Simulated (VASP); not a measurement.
Set up this calculation in VASP 6.6.1, as the native input.

| Item | Value |
| --- | --- |
| Task | single point |
| Functional | PBE |
| Potentials or basis | VASP PAW PBE potentials, release 64 (Pr_3, Pb_d), 4f in core |
| Cutoff | 500 eV |
| k mesh | 3 × 3 × 3 |
| Occupations | gaussian, width 0.1 eV |
| Spin | no spin polarisation |
| Dipole correction | no |
| Further INCAR settings | ALGO = Normal; EDIFF = 1e-06; NBANDS = 50 |

The structure of PrPb5 lies in POSCAR:

```
PrPb5
1.0
    3.3144267210      1.9135851596      5.9737040096
   -3.3144267210      1.9135851596      5.9737040096
    0.0000000000     -3.8271703191      5.9737040096
Pr Pb
1 5
Direct
    0.5000000000      0.5000000000      0.5000000000
    0.0000000000      0.0000000000      0.5000000000
    0.5000000000      0.0000000000      0.0000000000
    0.0000000000      0.5000000000      0.0000000000
    0.3173076552      0.3173076552      0.3173076552
    0.6826923448      0.6826923448      0.6826923448
```

The cell was generated, and may not be a known phase.

The input as run:

INCAR

```
  PREC = Accurate
  ENCUT = 500
  EDIFF = 1E-6
  ISMEAR = 0
  SIGMA = 0.1
  LREAL = False
  LASPH = True
  NELM = 200
  ALGO = Normal
  ISIF = 2
  LWAVE = False
  LCHARG = False
  GGA = PE
  NBANDS = 50
  GGA_COMPAT = False
  LMAXMIX = 6
```

KPOINTS

```
Automatic mesh
0
Gamma
  3 3 3
```

Potentials or basis: VASP PAW PBE potentials, release 64 (Pr_3, Pb_d), 4f in core.

Launch:

```console
$ cat potpaw_PBE.64/Pr_3/POTCAR potpaw_PBE.64/Pb_d/POTCAR > POTCAR
$ mpirun -np 1 vasp_std > vasp.out
```

It gave:

```
Pressure               : 0.0 GPa
Largest force          : 0.004 eV/Å
Band gap on the k mesh : zero (an odd number of electrons rules out a gap without spin polarisation)
```

Caveat: the k points lie up to 0.38 Å⁻¹ apart, too coarse for converged energies and pressures of a metal; spin-orbit coupling is left out, which moves the levels of the heavy elements; the 4f electrons are frozen in the core, so they carry no moment and show no levels.

Wall time 81 s on 1 thread of Intel(R) Xeon(R) 6975P-C (Granite Rapids), with other jobs on the host, peak memory 0.39 GiB.
